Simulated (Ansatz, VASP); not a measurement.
**Pb: VASP beside Ansatz**

Contents of INCAR:

```
SYSTEM = Pb
PREC = Accurate
ENCUT = 520
EDIFF = 1E-6
ISMEAR = -1
SIGMA = 0.05
LREAL = .FALSE.
LASPH = .TRUE.
NELM = 100
ALGO = Normal
ISIF = 2
LWAVE = .FALSE.
LCHARG = .FALSE.
GGA = CA
NBANDS = 21
```

KPOINTS

```
Automatic mesh
0
G
  8 8 8
  0 0 0
```

File POSCAR:

```
Pb
1.0
    0.0000000000      3.4390000555      3.5077800566
    3.4390000555      0.0000000000      3.5077800566
    3.4390000555      3.4390000555      0.0000000000
Pb
2
Direct
    0.0000000000      0.0000000000      0.0000000000
    0.2500000000      0.2500000000      0.2500000000
```

Input for Ansatz:

```yaml
crystal:
  lattice:
    - [0.0, 3.4390000555, 3.5077800566]
    - [3.4390000555, 0.0, 3.5077800566]
    - [3.4390000555, 3.4390000555, 0.0]
  atoms:
    - { symbol: Pb, position: [0.0, 0.0, 0.0] }
    - { symbol: Pb, position: [0.25, 0.25, 0.25] }
kpoints:
  mp_grid: { grid: [8, 8, 8] }
  band_path:
    path:
      - [0.0, 0.0, 0.0]
      - [0.0, 0.5, 0.5]
      - [0.25, 0.75, 0.5]
      - [0.0, 0.5, 0.0]
      - [0.0, 0.0, 0.0]
      - [0.5, 0.5, 0.0]
      - [0.3701460977, 0.6298539023, 0.0]
      - [-0.3701460977, 0.3701460977, 0.0]
      - [0.0, 0.0, 0.0]
    npoints: 5
scf:
  occupations: { method: fermi_dirac, width: 0.05 }
hamiltonian:
  xc: lda
  pseudopotentials: { kind: all_electron, lapw: { basis_error: 0.00025 } }
output:
  forces: true
  stress: true
  eigenvalues: true
```

Change from the starting cell: zz strain of +2 %.

Alike in both runs: task single point; functional LDA; k mesh 8 × 8 × 8; occupations fermi-dirac, width 0.05 eV; no spin polarisation.

|  | VASP | Ansatz |
| --- | --- | --- |
| version | VASP 6.6.1 | Ansatz 0.2.0 |
| potentials or method | VASP PAW LDA potentials, release 64 (Pb_d), cutoff 520 eV | all-electron LAPW, scalar-relativistic |

|  | VASP | Ansatz | Ansatz less VASP |
| --- | --- | --- | --- |
| pressure (GPa) | -1.3 | -1.3 | +0.02 |
| traceless stress, the component that is largest in VASP (GPa) | -0.16 | -0.15 | 0.000 |

LDA's correlation is that of Perdew and Zunger in VASP and of Perdew and Wang (1992) in Ansatz. Ansatz ran all-electron here, and VASP with PAW potentials.

Neither program's run includes spin-orbit coupling.
